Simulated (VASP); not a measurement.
# MoS2 in VASP: further runs

MoS2 is run at these levels: LDA; tasks: single point.

All numbers are computed with VASP 6.6.1; they aren't measurements. Logs are shortened: lines on timing, memory, paths and dates and some standing lists are left out, and cuts for length are marked.

### 1 The cell of the first run

The cell holds a slab with vacuum, 3 atoms: a = 3.152 Å, b = 3.152 Å, c = 17.159 Å, α = 90.00°, β = 90.00°, γ = 120.00°.

### 2 Single point, LDA

Contents of INCAR:

```
SYSTEM = MoS2
ALGO     = Normal         ! electronic algorithm
EDIFF    = 1E-6           ! SCF threshold, eV
ENCUT    = 520            ! plane-wave cutoff, eV
GGA      = CA             ! functional
ISIF     = 2              ! what is computed and relaxed
ISMEAR   = 0              ! smearing method
LASPH    = .TRUE.         ! aspherical terms in the spheres
LCHARG   = .FALSE.        ! write CHGCAR
LREAL    = .FALSE.        ! projectors in reciprocal space
LWAVE    = .FALSE.        ! write WAVECAR
NBANDS   = 20             ! bands
NELM     = 80             ! most SCF steps
PREC     = Accurate       ! precision mode
SIGMA    = 0.02           ! smearing width, eV
```

Contents of KPOINTS:

```
k-points
0
G
  15 15 3
  0 0 0
```

Contents of POSCAR:

```
MoS2
1.0
    3.1519609934      0.0000000000      0.0000000000
   -1.5759804967      2.7296782920      0.0000000000
    0.0000000000      0.0000000000     17.1594910087
Mo S
1 2
Direct
    0.0000000000      0.0000000000      0.0000000000
    0.3333333333      0.6666666667      0.9105070200
    0.3333333333      0.6666666667      0.0894929800
```

Potentials or basis: VASP PAW LDA potentials, release 64 (Mo_sv, S).

Run with:

```console
$ cat potpaw_LDA.64/Mo_sv/POTCAR potpaw_LDA.64/S/POTCAR > POTCAR
$ mpirun -np 1 vasp_std > vasp.out
```

OUTCAR:

```text
SYSTEM = MoS2
   EDIFF = 1E-6
   ENCUT = 520
   GGA = CA
   ISIF = 2
   ISMEAR = 0
   LASPH = .TRUE.
   LREAL = .FALSE.
   NELM = 80
   PREC = Accurate

 ion  position               nearest neighbor table
   1  0.000  0.000  0.000-   2 2.38   3 2.38   2 2.38   3 2.38   2 2.38   3 2.38
   2  0.333  0.667  0.911-   1 2.38   1 2.38   1 2.38
   3  0.333  0.667  0.089-   1 2.38   1 2.38   1 2.38

  LATTYP: Found a hexagonal cell.
 ALAT       =     3.1519609934
 C/A-ratio  =     5.4440683259

  Lattice vectors:

 A1 = (   3.1519609934,   0.0000000000,   0.0000000000)
 A2 = (  -1.5759804967,   2.7296782920,   0.0000000000)
 A3 = (   0.0000000000,   0.0000000000,  17.1594910087)

Analysis of symmetry for initial positions (statically):
=====================================================================
 Subroutine PRICEL returns:
 Original cell was already a primitive cell.

 Routine SETGRP: Setting up the symmetry group for a
 hexagonal supercell.

 Subroutine GETGRP returns: Found 12 space group operations
 (whereof 12 operations were pure point group operations)
 out of a pool of 24 trial point group operations.

The static configuration has the point symmetry D_3h.

Analysis of symmetry for dynamics (positions and initial velocities):
=====================================================================
 Subroutine PRICEL returns:
 Original cell was already a primitive cell.

 Routine SETGRP: Setting up the symmetry group for a
 hexagonal supercell.

 Subroutine GETGRP returns: Found 12 space group operations
 (whereof 12 operations were pure point group operations)
 out of a pool of 24 trial point group operations.

The dynamic configuration has the point symmetry D_3h.

 Subroutine INISYM returns: Found 12 space group operations
 (whereof 12 operations are pure point group operations),
 and found     1 'primitive' translations

----------------------------------------------------------------------------------------

                                     Primitive cell

  volume of cell :     147.6375

  direct lattice vectors                    reciprocal lattice vectors
     3.151960993  0.000000000  0.000000000     0.317262809  0.183171768  0.000000000
    -1.575980497  2.729678292  0.000000000     0.000000000  0.366343537  0.000000000
     0.000000000  0.000000000 17.159491009     0.000000000  0.000000000  0.058276787

  length of vectors
     3.151960993  3.151960993 17.159491009     0.366343537  0.366343537  0.058276787

  position of ions in fractional coordinates (direct lattice)
     0.000000000  0.000000000  0.000000000
[... 81 lines left out ...]
   LREAL  =      F    real-space projection
   EDIFFG = 0.1E-04   stopping-criterion for IOM
   NSW    =      0    number of steps for IOM
   IBRION =     -1    ionic relax: 0-MD 1-quasi-New 2-CG
   NFREE  =      0    steps in history (QN), initial steepest desc. (CG)
   ISIF   =      2    stress and relaxation
   ISYM   =      2    0-nonsym 1-usesym 2-fastsym
   POTIM  = 0.5000    time-step for ionic-motion
   TEBEG  =    0.0;   TEEND  =   0.0 temperature during run
   PSTRESS=    0.0 pullay stress
   NELECT =      26.0000    total number of electrons
   NUPDOWN=      -1.0000    fix difference up-down
   EMIN   =  10.00;   EMAX   =-10.00  energy-range for DOS
   EFERMI =   0.00;   METHOD = LEGACY
   ISMEAR =     0;   SIGMA  =   0.02  broadening in eV -4-tet -1-fermi 0-gaus
   EFERMI_NEDOS =   21; number of points for ismear=-14 and -15
   IALGO  =     38    algorithm
   IMIX   =      4    mixing-type and parameters
     AMIX     =   0.40;   BMIX     =  1.00
     AMIX_MAG =   1.60;   BMIX_MAG =  1.00
  volume/ion in A,a.u.               =      49.21       332.10
  Fermi-wavevector in a.u.,A,eV,Ry     =   0.917629  1.734067 11.456686  0.842043
  Thomas-Fermi vector in A             =   2.042619
   LORBIT       =      0    0 simple, 1 ext, 2 COOP (PROOUT), +10 PAW based schemes
   GGA     = CA    functional components
   LHFCALC =     F    Hartree Fock is set to
   AEXX    =    0.0000 exact exchange contribution
   IVDW    =     0    specifies the selected vdW correction
   LEPSILON=     F    determine dielectric tensor
   LRPA    =     F    only Hartree local field effects (RPA)
 non-spin polarized calculation
 Gauss-broadening in eV      SIGMA  =   0.02
  energy-cutoff  :      520.00
  volume of cell :      147.64
 maximum number of plane-waves:      4008
 NGX is ok and might be reduce to    24

 number of electron      25.9999999 magnetization

 Free energy of the ion-electron system (eV)
  ---------------------------------------------------
  ext. energy  EPLUGINS =         0.00000000
  ---------------------------------------------------
  free energy    TOTEN  =       -24.35710981 eV

  energy without entropy =      -24.35710981  energy(sigma->0) =      -24.35710981

 E-fermi :  -1.2238     XC(G=0):  -4.5665

 val. band max:       -1.4932246517   @ k =   0.0000   0.0000   0.3333
 cond. band min:       0.1758382469   @ k =   0.3333   0.3333   0.0000
 fundamental gap:      1.6690628986
 Fermi energy:        -1.2237783349

 k-point     1 :       0.0000    0.0000    0.0000
  band No.  band energies     occupation
      1     -61.9632      2.00000
      2     -36.3386      2.00000
      3     -36.0867      2.00000
      4     -36.0867      2.00000
      5     -15.7031      2.00000
      6     -14.2663      2.00000
[... 541 lines left out ...]
     19       7.3614      0.00000
     20       7.7642      0.00000

 [... further k-points ...]

------------------------ aborting loop because EDIFF is reached ----------------------------------------

  FORCE on cell =-STRESS in cart. coord.  units (eV):
  Direction    XX          YY          ZZ          XY          YZ          ZX
  --------------------------------------------------------------------------------------
  -------------------------------------------------------------------------------------
  Total       -0.7790830     -0.7790830      0.3906102      0.0000000      0.0000000      0.0000000
  in kB       -8.4546887     -8.4546887      4.2389424      0.0000000      0.0000000      0.0000000
  external PRESSURE =      -4.2234783 kB  Pullay stress =       0.0000000 kB

 VOLUME and BASIS-vectors are now :
 -----------------------------------------------------------------------------
  energy-cutoff  :      520.00
  volume of cell :      147.64
      direct lattice vectors                 reciprocal lattice vectors
     3.151960993  0.000000000  0.000000000     0.317262809  0.183171768  0.000000000
    -1.575980497  2.729678292  0.000000000     0.000000000  0.366343537  0.000000000
     0.000000000  0.000000000 17.159491009     0.000000000  0.000000000  0.058276787

 POSITION                                       TOTAL-FORCE (eV/Angst)
 -----------------------------------------------------------------------------------
      0.00000      0.00000      0.00000         0.000000     -0.000000      0.000000
     -0.00000      1.81979     15.62384        -0.000000      0.000000     -0.135820
     -0.00000      1.81979      1.53565        -0.000000      0.000000      0.135820
 -----------------------------------------------------------------------------------
    total drift:                                0.000000     -0.000000     -0.000000

  FREE ENERGIE OF THE ION-ELECTRON SYSTEM (eV)
  ---------------------------------------------------
  free  energy   TOTEN  =       -24.3571098059 eV

  energy  without entropy=      -24.3571098059  energy(sigma->0) =      -24.35710981
```

It took 2.6 min on 1 thread of Intel Xeon Platinum 8488C (Sapphire Rapids), shared host; peak memory 0.3 GiB.

What came out:

| Quantity | Value |
| --- | --- |
| Free energy | -24.3571 eV |
| Largest force | 0.136 eV/Å |
| Band gap on the k mesh | 1.67 eV, indirect (least direct gap 1.73 eV) |

Forces in eV/Å, atoms in the order of the input:
```
Mo   0.000  0.000  0.000
S    0.000  0.000 -0.136
S    0.000  0.000  0.136
```

### 3 Single point, LDA

This run uses another cell than the first one, of 50.73 Å³/atom, 1.031 times its volume.

Contents of INCAR:

```
SYSTEM = MoS2
PREC = Accurate
ENCUT = 520
EDIFF = 1E-6
ISMEAR = 0
SIGMA = 0.02
LREAL = .FALSE.
LASPH = .TRUE.
NELM = 80
ALGO = Normal
ISIF = 2
LWAVE = .FALSE.
LCHARG = .TRUE.
GGA = CA
LELF = .TRUE.
LVHAR = .TRUE.
NBANDS = 20
```

Contents of KPOINTS:

```
Automatic mesh
0
G
  15 15 3
  0 0 0
```

Contents of POSCAR:

```
MoS2
1.0
    3.1841260822      0.0000000000      0.0000000000
   -1.5920630411      2.7575340760      0.0000000000
    0.0000000000      0.0000000000     17.3345999500
Mo S
1 2
Direct
    0.0000000000      0.0000000000      0.0000000000
    0.3333333333      0.6666666667      0.9105070200
    0.3333333333      0.6666666667      0.0894929800
```

Potentials or basis: VASP PAW LDA potentials, release 64 (Mo_sv, S).

Run with:

```console
$ cat potpaw_LDA.64/Mo_sv/POTCAR potpaw_LDA.64/S/POTCAR > POTCAR
$ mpirun -np 1 vasp_std > vasp.out
```

Wall time 2.7 min (1 thread of Intel Xeon Platinum 8488C (Sapphire Rapids), shared host); peak memory 0.31 GiB.

It converged, with:

| Item | Value |
| --- | --- |
| Free energy | -24.3228 eV |
| Largest force | 0.377 eV/Å |
| Band gap on the k mesh | 1.59 eV, indirect (least direct gap 1.66 eV) |

Forces on the atoms (eV/Å):
```
Mo   0.000  0.000  0.000
S    0.000  0.000  0.377
S    0.000  0.000 -0.377
```

Levels at points of the mesh, in eV from the valence-band top:
```csv
k point,band 11,band 12,band 13,band 14,band 15,band 16
"(0.00, 0.00, 0.00)",-1.57,-1.57,0.00,2.74,2.74,3.03
```

### 4 Single point, LDA

This run uses another cell than the first one, of 52.26 Å³/atom, 1.062 times its volume.

Contents of INCAR:

```
SYSTEM = MoS2
PREC = Accurate
ENCUT = 520
EDIFF = 1E-7
ISMEAR = 0
SIGMA = 0.02
LREAL = .False.
LASPH = .True.
NELM = 60
ALGO = Normal
ISIF = 2
LWAVE = .False.
LCHARG = .False.
NBANDS = 20
```

Contents of KPOINTS:

```
regular mesh
0
Gamma
  15 15 3
  0 0 0
```

Contents of POSCAR:

```
MoS2
1.0
    3.2156541334      0.0000000000      0.0000000000
   -1.6078270667      2.7848381693      0.0000000000
    0.0000000000      0.0000000000     17.5062408151
Mo S
1 2
Direct
    0.0000000000      0.0000000000      0.0000000000
    0.3333333333      0.6666666667      0.9105070200
    0.3333333333      0.6666666667      0.0894929800
```

Run with:

```console
$ cat potpaw_LDA.64/Mo_sv/POTCAR potpaw_LDA.64/S/POTCAR > POTCAR
$ mpirun -np 1 vasp_std > vasp.out
```

Run time: 2.7 min. Hardware: 1 thread of Intel Xeon Platinum 8488C (Sapphire Rapids), shared host; peak memory 0.32 GiB.

Results (log left out):

```
Free energy            : -24.2472 eV
Largest force          : 0.833 eV/Å
Band gap on the k mesh : 1.52 eV, indirect (least direct gap 1.60 eV)
```

Forces on the atoms (eV/Å):
```
Mo   0.000  0.000  0.000
S    0.000  0.000  0.833
S    0.000  0.000 -0.833
```

Levels at points of the mesh, in eV from the valence-band top:
```csv
k point,band 9,band 10,band 11,band 12,band 13,band 14,band 15,band 16,band 17,band 18
"(0.00, 0.00, 0.00)",-2.62,-1.74,-1.55,-1.55,0.00,2.63,2.63,2.88,2.88,5.42
```

### 5 Single point, LDA

This run uses another cell than the first one, of 50.73 Å³/atom, 1.031 times its volume.

Contents of INCAR:

```
PREC = Accurate
ENCUT = 520
EDIFF = 1E-6
ISMEAR = 0
SIGMA = 0.02
LREAL = F
LASPH = T
NELM = 60
ALGO = Normal
ISIF = 2
LWAVE = F
LCHARG = T
LELF = T
LVHAR = T
NBANDS = 20
```

Contents of KPOINTS:

```
regular mesh
0
Gamma
  15 15 3
```

Contents of POSCAR:

```
MoS2
1.0
    3.1841260822      0.0000000000      0.0000000000
   -1.5920630411      2.7575340760      0.0000000000
    0.0000000000      0.0000000000     17.3345999500
Mo S
1 2
Direct
    0.0000000000      0.0000000000      0.0057688092
    0.3333333333      0.6666666667      0.9105070200
    0.3333333333      0.6666666667      0.0894929800
```

Run with:

```console
$ cat potpaw_LDA.64/Mo_sv/POTCAR potpaw_LDA.64/S/POTCAR > POTCAR
$ mpirun -np 1 vasp_std > vasp.out
```

Wall time 3.9 min (1 thread of Intel Xeon Platinum 8488C (Sapphire Rapids), shared host); peak memory 0.36 GiB.

The run converged. Its results:

| Quantity | Value |
| --- | --- |
| Free energy | -24.1754 eV |
| Largest force | 2.936 eV/Å |
| Band gap on the k mesh | 1.38 eV, indirect (least direct gap 1.66 eV) |

Forces in eV/Å, atoms in the order of the input:
```
Mo   0.000  0.000 -2.936
S    0.000  0.000  1.676
S    0.000  0.000  1.260
```

Levels at points of the mesh, in eV from the valence-band top:
```csv
k point,band 9,band 10,band 11,band 12,band 13,band 14,band 15,band 16,band 17,band 18
"(0.00, 0.00, 0.00)",-3.02,-2.02,-1.62,-1.62,0.00,2.38,2.38,3.11,3.11,5.31
```

### 6 Summary

| cell | gap on the mesh (eV) | largest force (eV/Å) |
| --- | --- | --- |
| a = 3.152, b = 3.152, c = 17.159 Å, angles 90.0, 90.0, 120.0°, 3 atoms | 1.67 | 0.14 |
| a = 3.184, b = 3.184, c = 17.335 Å, angles 90.0, 90.0, 120.0°, 3 atoms | 1.38 | 2.94 |
| a = 3.216, b = 3.216, c = 17.506 Å, angles 90.0, 90.0, 120.0°, 3 atoms | 1.52 | 0.83 |

Some of these runs hold the atoms at other places in the same cell, which the table doesn't show; runs alike in all that it shows share one row.

Alike in all rows: task single point; level LDA; potentials or basis VASP PAW LDA potentials, release 64 (Mo_sv, S); no spin polarisation; k mesh 15 × 15 × 3; cutoff (eV) 520; smearing gaussian 0.02 eV.

Absolute energies hang on the potentials; compare differences alone.
